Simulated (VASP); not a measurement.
# Ga (Cmce) in VASP: single point with PBE

Aim: the single point of Ga with PBE.

All numbers are computed with VASP 6.6.1; they aren't measurements. Logs are shortened: lines on timing, memory, paths and dates and some standing lists are left out, and cuts for length are marked.

**1. The cell of the first run**

The structure is orthorhombic, space group Cmce (No. 64). The conventional cell has a = 4.523 Å, b = 7.661 Å, c = 4.524 Å, α = 90.00°, β = 90.00°, γ = 90.00°. Within 3.3 Å of Ga (site symmetry m) lie 7 Ga at 2.48 to 2.79 Å.

**2. Single point, PBE**

The input, INCAR:

```
PREC     = Accurate       # precision mode
ENCUT    = 520            # plane-wave cutoff, eV
EDIFF    = 1E-7           # SCF threshold, eV
ISMEAR   = 0              # smearing method
SIGMA    = 0.1            # smearing width, eV
LREAL    = False          # projectors in reciprocal space
LASPH    = True           # aspherical terms in the spheres
NELM     = 80             # most SCF steps
ALGO     = Fast           # electronic algorithm
ISIF     = 2              # what is computed and relaxed
LWAVE    = False          # write WAVECAR
LCHARG   = False          # write CHGCAR
GGA      = PE             # functional
NBANDS   = 34             # bands
```

The input, KPOINTS:

```
regular mesh
0
Gamma
  6 6 4
```

The input, POSCAR:

```
Ga
1.0
    2.2615000000     -3.8305000000      0.0000000000
    2.2615000000      3.8305000000      0.0000000000
    0.0000000000      0.0000000000      4.5240000000
Ga
4
Direct
    0.8451000000      0.1549000000      0.0810000000
    0.6549000000      0.3451000000      0.5810000000
    0.1549000000      0.8451000000      0.9190000000
    0.3451000000      0.6549000000      0.4190000000
```

Potentials or basis: VASP PAW PBE potentials, release 64 (Ga_d).

Started as:

```console
> cat potpaw_PBE.64/Ga_d/POTCAR > POTCAR
> mpirun -np 1 vasp_std > vasp.out
```

OUTCAR:

```text
PREC = Accurate
   ENCUT = 520
   EDIFF = 1E-7
   ISMEAR = 0
   LREAL = False
   LASPH = True
   NELM = 80
   ISIF = 2
   GGA = PE

 ion  position               nearest neighbor table
   1  0.845  0.155  0.081-   3 2.48   2 2.69   2 2.69   4 2.73   4 2.73   3 2.79   3 2.79
   2  0.655  0.345  0.581-   4 2.48   1 2.69   1 2.69   3 2.73   3 2.73   4 2.79   4 2.79
   3  0.155  0.845  0.919-   1 2.48   4 2.69   4 2.69   2 2.73   2 2.73   1 2.79   1 2.79
   4  0.345  0.655  0.419-   2 2.48   3 2.69   3 2.69   1 2.73   1 2.73   2 2.79   2 2.79

  LATTYP: Found a base centered orthorhombic cell.
 ALAT       =     4.5230000000
 B/A-ratio  =     1.6937873093
 C/A-ratio  =     1.0002210922

  Lattice vectors:

 A1 = (   2.2615000000,  -3.8305000000,   0.0000000000)
 A2 = (   2.2615000000,   3.8305000000,   0.0000000000)
 A3 = (   0.0000000000,   0.0000000000,   4.5240000000)

Analysis of symmetry for initial positions (statically):
=====================================================================
 Subroutine PRICEL returns:
 Original cell was already a primitive cell.

 Routine SETGRP: Setting up the symmetry group for a
 base centered orthorhombic supercell.

 Subroutine GETGRP returns: Found  8 space group operations
 (whereof  4 operations were pure point group operations)
 out of a pool of  8 trial point group operations.

The static configuration has the point symmetry C_2h.
 The point group associated with its full space group is D_2h.

Analysis of symmetry for dynamics (positions and initial velocities):
=====================================================================
 Subroutine PRICEL returns:
 Original cell was already a primitive cell.

 Routine SETGRP: Setting up the symmetry group for a
 base centered orthorhombic supercell.

 Subroutine GETGRP returns: Found  8 space group operations
 (whereof  4 operations were pure point group operations)
 out of a pool of  8 trial point group operations.

The dynamic configuration has the point symmetry C_2h.
 The point group associated with its full space group is D_2h.

 Subroutine INISYM returns: Found  8 space group operations
 (whereof  4 operations are pure point group operations),
 and found     1 'primitive' translations

----------------------------------------------------------------------------------------

                                     Primitive cell

  volume of cell :      78.3799

  direct lattice vectors                    reciprocal lattice vectors
     2.261500000 -3.830500000  0.000000000     0.221092195 -0.130531262  0.000000000
     2.261500000  3.830500000  0.000000000     0.221092195  0.130531262  0.000000000
     0.000000000  0.000000000  4.524000000     0.000000000  0.000000000  0.221043324

  length of vectors
     4.448270731  4.448270731  4.524000000     0.256749234  0.256749234  0.221043324

  position of ions in fractional coordinates (direct lattice)
     0.845100000  0.154900000  0.081000000
     0.654900000  0.345100000  0.581000000
     0.154900000  0.845100000  0.919000000
     0.345100000  0.654900000  0.419000000

  ion indices of the primitive-cell ions
   primitive index   ion index
                 1           1
                 2           2
                 3           3
                 4           4

----------------------------------------------------------------------------------------

 KPOINTS: regular mesh

Automatic generation of k-mesh.
 Grid dimensions read from file:
 generate k-points for:    6    6    4

 Generating k-lattice:

  Cartesian coordinates                     Fractional coordinates (reciprocal lattice)
     0.036848699 -0.021755210  0.000000000     0.166666667  0.000000000  0.000000000
     0.036848699  0.021755210  0.000000000     0.000000000  0.166666667  0.000000000
     0.000000000  0.000000000  0.055260831     0.000000000  0.000000000  0.250000000

  Length of vectors
     0.042791539  0.042791539  0.055260831

  Shift w.r.t. Gamma in fractional coordinates (k-lattice)
     0.000000000  0.000000000  0.000000000

 Subroutine IBZKPT returns following result:
 ===========================================

 Found     39 irreducible k-points:

 Following reciprocal coordinates:
            Coordinates               Weight
  0.000000  0.000000  0.000000      1.000000
  0.166667  0.000000  0.000000      4.000000
  0.333333  0.000000  0.000000      4.000000
  0.500000  0.000000  0.000000      2.000000
  0.166667  0.166667  0.000000      2.000000
  0.333333  0.166667  0.000000      4.000000
[... 16 lines left out ...]
  0.333333  0.333333  0.250000      4.000000
  0.500000  0.333333  0.250000      8.000000
 [... further k-points ...]
   k-points           NKPTS =     39   k-points in BZ     NKDIM =     39   number of bands    NBANDS=     34
   number of dos      NEDOS =    301   number of ions     NIONS =      4
   total plane-waves  NPLWV =  46656
   dimension x,y,z NGX =    36 NGY =   36 NGZ =   36
   dimension x,y,z NGXF=    72 NGYF=   72 NGZF=   72
   ions per type =               4
   NGX,Y,Z   is equivalent  to a cutoff of  13.45, 13.45, 13.23 a.u.
   NGXF,Y,Z  is equivalent  to a cutoff of  26.91, 26.91, 26.46 a.u.
 SYSTEM =  unknown system
   PREC   = accura    normal or accurate (medium, high low for compatibility)
   ISTART =      0    job   : 0-new  1-cont  2-samecut
   ICHARG =      2    charge: 1-file 2-atom 10-const
   ISPIN  =      1    spin polarized calculation?
   LNONCOLLINEAR =      F non collinear calculations
   LSORBIT =      F    spin-orbit coupling
   LASPH  =      T    aspherical Exc in radial PAW
   ENCUT  =  520.0 eV  38.22 Ry    6.18 a.u.   8.27  8.27  8.41*2*pi/ulx,y,z
   NELM   =     80;   NELMIN=  2; NELMDL= -5     # of ELM steps
   EDIFF  = 0.1E-06   stopping-criterion for ELM
   LREAL  =      F    real-space projection
   EDIFFG = 0.1E-05   stopping-criterion for IOM
   NSW    =      0    number of steps for IOM
   IBRION =     -1    ionic relax: 0-MD 1-quasi-New 2-CG
   NFREE  =      0    steps in history (QN), initial steepest desc. (CG)
   ISIF   =      2    stress and relaxation
   ISYM   =      2    0-nonsym 1-usesym 2-fastsym
   POTIM  = 0.5000    time-step for ionic-motion
   TEBEG  =    0.0;   TEEND  =   0.0 temperature during run
   PSTRESS=    0.0 pullay stress
   NELECT =      52.0000    total number of electrons
   NUPDOWN=      -1.0000    fix difference up-down
   EMIN   =  10.00;   EMAX   =-10.00  energy-range for DOS
   EFERMI =   0.00;   METHOD = LEGACY
   ISMEAR =     0;   SIGMA  =   0.10  broadening in eV -4-tet -1-fermi 0-gaus
   EFERMI_NEDOS =   21; number of points for ismear=-14 and -15
   IALGO  =     68    algorithm
   IMIX   =      4    mixing-type and parameters
     AMIX     =   0.40;   BMIX     =  1.00
     AMIX_MAG =   1.60;   BMIX_MAG =  1.00
  volume/ion in A,a.u.               =      19.59       132.23
  Fermi-wavevector in a.u.,A,eV,Ry     =   1.427823  2.698194 27.737908  2.038679
  Thomas-Fermi vector in A             =   2.547951
   LORBIT       =      0    0 simple, 1 ext, 2 COOP (PROOUT), +10 PAW based schemes
   GGA     = PE    functional components
   LHFCALC =     F    Hartree Fock is set to
   AEXX    =    0.0000 exact exchange contribution
   IVDW    =     0    specifies the selected vdW correction
   LEPSILON=     F    determine dielectric tensor
   LRPA    =     F    only Hartree local field effects (RPA)
 non-spin polarized calculation
 RMM-DIIS sequential band-by-band and
 Gauss-broadening in eV      SIGMA  =   0.10
  energy-cutoff  :      520.00
  volume of cell :       78.38
 maximum number of plane-waves:      2131
 NGX is ok and might be reduce to    36
   NGX = 17   NGY = 17   NGZ = 17

 number of electron      52.0000010 magnetization

 Free energy of the ion-electron system (eV)
  ---------------------------------------------------
  ext. energy  EPLUGINS =         0.00000000
  ---------------------------------------------------
  free energy    TOTEN  =       -11.66451435 eV

  energy without entropy =      -11.66013789  energy(sigma->0) =      -11.66232612

 E-fermi :   4.9898     XC(G=0): -10.6473

 val. band max:        4.9443434569   @ k =   0.1667   0.0000   0.2500
 cond. band min:       5.0560899450   @ k =   0.0000   0.0000   0.5000
 fundamental gap:      0.1117464881
 Fermi energy:         4.9898349171

 k-point     1 :       0.0000    0.0000    0.0000
  band No.  band energies     occupation
      1     -10.1143      2.00000
      2     -10.1132      2.00000
      3     -10.0880      2.00000
      4     -10.0659      2.00000
      5     -10.0364      2.00000
      6     -10.0126      2.00000
[... 26 lines left out ...]
     33      12.3461      0.00000
     34      13.1323      0.00000

 k-point     2 :       0.1667    0.0000    0.0000
  band No.  band energies     occupation
      1     -10.1173      2.00000
      2     -10.1016      2.00000
      3     -10.0938      2.00000
      4     -10.0771      2.00000
      5     -10.0227      2.00000
      6     -10.0026      2.00000
[... 26 lines left out ...]
     33      11.4946      0.00000
     34      12.4591      0.00000

 k-point     3 :       0.3333    0.0000    0.0000
  band No.  band energies     occupation
      1     -10.1122      2.00000
      2     -10.1016      2.00000
      3     -10.0979      2.00000
      4     -10.0691      2.00000
      5     -10.0277      2.00000
      6     -10.0196      2.00000
[... 26 lines left out ...]
     33      10.8670      0.00000
     34      12.2482      0.00000

 k-point     4 :       0.5000    0.0000    0.0000
  band No.  band energies     occupation
      1     -10.1119      2.00000
      2     -10.1119      2.00000
      3     -10.0688      2.00000
      4     -10.0688      2.00000
      5     -10.0386      2.00000
      6     -10.0386      2.00000
[... 26 lines left out ...]
     33      12.2252      0.00000
     34      12.2254      0.00000

 k-point     5 :       0.1667    0.1667    0.0000
  band No.  band energies     occupation
      1     -10.1264      2.00000
      2     -10.1025      2.00000
      3     -10.0853      2.00000
      4     -10.0812      2.00000
      5     -10.0230      2.00000
      6      -9.9970      2.00000
[... 621 lines left out ...]
 k-point    22 :      -0.1667    0.1667    0.2500
  band No.  band energies     occupation
      1     -10.1149      2.00000
      2     -10.0991      2.00000
      3     -10.0965      2.00000
      4     -10.0797      2.00000
      5     -10.0305      2.00000
      6     -10.0257      2.00000
[... 26 lines left out ...]
     33      11.5566      0.00000
     34      11.9593      0.00000

 k-point    23 :       0.3333    0.3333    0.2500
  band No.  band energies     occupation
      1     -10.1704      2.00000
      2     -10.1068      2.00000
      3     -10.1027      2.00000
      4     -10.0476      2.00000
      5     -10.0337      2.00000
      6     -10.0030      2.00000
[... 26 lines left out ...]
     33      12.5097      0.00000
     34      12.8795      0.00000

 k-point    24 :       0.5000    0.3333    0.2500
  band No.  band energies     occupation
      1     -10.1688      2.00000
      2     -10.1093      2.00000
      3     -10.0889      2.00000
      4     -10.0609      2.00000
      5     -10.0494      2.00000
      6     -10.0318      2.00000
[... 26 lines left out ...]
     33      12.7365      0.00000
     34      13.6277      0.00000

 [... further k-points ...]

------------------------ aborting loop because EDIFF is reached ----------------------------------------

  FORCE on cell =-STRESS in cart. coord.  units (eV):
  Direction    XX          YY          ZZ          XY          YZ          ZX
  --------------------------------------------------------------------------------------
  -------------------------------------------------------------------------------------
  Total        0.7513736      1.2138548      1.0873949      0.0000000      0.0000000      0.0000000
  in kB       15.3589626     24.8126226     22.2276330      0.0000000      0.0000000      0.0000000
  external PRESSURE =      20.7997394 kB  Pullay stress =       0.0000000 kB

 VOLUME and BASIS-vectors are now :
 -----------------------------------------------------------------------------
  energy-cutoff  :      520.00
  volume of cell :       78.38
      direct lattice vectors                 reciprocal lattice vectors
     2.261500000 -3.830500000  0.000000000     0.221092195 -0.130531262  0.000000000
     2.261500000  3.830500000  0.000000000     0.221092195  0.130531262  0.000000000
     0.000000000  0.000000000  4.524000000     0.000000000  0.000000000  0.221043324

 POSITION                                       TOTAL-FORCE (eV/Angst)
 -----------------------------------------------------------------------------------
      2.26150     -2.64381      0.36644         0.000000      0.123873      0.042641
      2.26150     -1.18669      2.62844         0.000000     -0.123873      0.042641
      2.26150      2.64381      4.15756         0.000000     -0.123873     -0.042641
      2.26150      1.18669      1.89556         0.000000      0.123873     -0.042641
 -----------------------------------------------------------------------------------
    total drift:                               -0.000000     -0.000000      0.000000

  FREE ENERGIE OF THE ION-ELECTRON SYSTEM (eV)
  ---------------------------------------------------
  free  energy   TOTEN  =       -11.6645143450 eV

  energy  without entropy=      -11.6601378859  energy(sigma->0) =      -11.66232612
```

Wall time 95 s (1 thread of Intel Xeon Platinum 8488C (Sapphire Rapids), shared host); peak memory 0.24 GiB.

Results:

- Free energy: -11.6645 eV
- Pressure: 2.1 GPa
- Largest force: 0.131 eV/Å
- Band gap on the k mesh: zero (band 26 reaches 5.27 eV, above the bottom of band 27 at 4.11 eV)

Forces in eV/Å, atoms in the order of the input:
```
Ga   0.000  0.124  0.043
Ga   0.000 -0.124  0.043
Ga   0.000 -0.124 -0.043
Ga   0.000  0.124 -0.043
```
